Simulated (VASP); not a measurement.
A run of VASP 6.6.1 is set up as follows.

File INCAR:

```
PREC     = Accurate       # precision mode
ENCUT    = 520            # plane-wave cutoff, eV
EDIFF    = 1E-6           # SCF threshold, eV
ISMEAR   = 0              # smearing method
SIGMA    = 0.15           # smearing width, eV
LREAL    = F              # projectors in reciprocal space
LASPH    = T              # aspherical terms in the spheres
NELM     = 80             # most SCF steps
ALGO     = Fast           # electronic algorithm
ISIF     = 2              # what is computed and relaxed
LWAVE    = F              # write WAVECAR
LCHARG   = T              # write CHGCAR
GGA      = PS             # functional
LELF     = T              # ELF
LVHAR    = T            
NBANDS   = 11             # bands
```

KPOINTS

```
Automatic mesh
0
Gamma
  14 14 14
```

File POSCAR:

```
Ba
1.0
    0.8880395705      3.6232743872      3.6232743872
    3.6232743872      0.8880395705      3.6232743872
    3.6232743872      3.6232743872      0.8880395705
Ba
1
Direct
    0.0000000000      0.0000000000      0.0000000000
```

Potentials or basis: VASP PAW PBE potentials, release 64 (Ba_sv).

The run is started by

```console
$ cat potpaw_PBE.64/Ba_sv/POTCAR > POTCAR
$ mpirun -np 1 vasp_std > vasp.out
```

Task: Estimate the band gap on the k mesh.

Result: Zero (bands 5 and 6 overlap by 1.14 eV).

Task: Predict the pressure.

Result: 0.8 GPa.

Stress tensor (GPa, compression positive):
```
 0.78 -2.37 -2.37
-2.37  0.78 -2.37
-2.37 -2.37  0.78
```

Caveat: the PAW data sets were made with another functional, which shifts forces and pressure a little; spin-orbit coupling is left out, which moves the levels of the heavy elements.
